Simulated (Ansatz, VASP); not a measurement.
## One calculation of HfO2, two programs

```
CELL_PARAMETERS angstrom
5.29380 0.00000 0.00000
0.00000 5.06895 0.00000
0.00000 0.00000 5.10101
ATOMIC_POSITIONS crystal
Hf 0.96736 0.73370 0.75028
Hf 0.03264 0.26630 0.25028
Hf 0.46736 0.26630 0.75028
Hf 0.53264 0.73370 0.25028
O 0.63466 0.93241 0.89357
O 0.36534 0.06759 0.39357
O 0.13466 0.06759 0.89357
O 0.86534 0.93241 0.39357
O 0.77077 0.46280 0.00015
O 0.22923 0.53720 0.50015
O 0.27077 0.53720 0.00015
O 0.72923 0.46280 0.50015
```

Alike in both runs: functional PBE; k mesh 4 × 4 × 4; no spin polarisation.

Ansatz relaxed the structure, and its values are those at the end. VASP's run is a single point on that final structure, the one shown.

```csv
,VASP,Ansatz
version,VASP 6.6.1,Ansatz 0.2.0
potentials or method,"VASP PAW PBE potentials, release 64 (Hf_pv, O), cutoff 520 eV","scalar-relativistic, plane waves, PAW"
occupations,"gaussian, width 0.01 eV",fixed
valence electrons in the cell,88,152
```

|  | VASP | Ansatz | Ansatz less VASP |
| --- | --- | --- | --- |
| gap on the k mesh at the Fermi level (eV) | 4.36 | 4.41 | +0.048 |
| least direct gap on the mesh (eV) | 4.57 | 4.62 | +0.042 |
| pressure (GPa) | -3.1 | 0.0 | +3.12 |
| rms of the force components (eV/Å) | 0.025 | 0.001 | -0.0242 |

VASP's potentials hold 88 valence electrons a cell and Ansatz's 152, so a difference there can come from the potentials and not from the codes.

Neither program's run includes spin-orbit coupling.
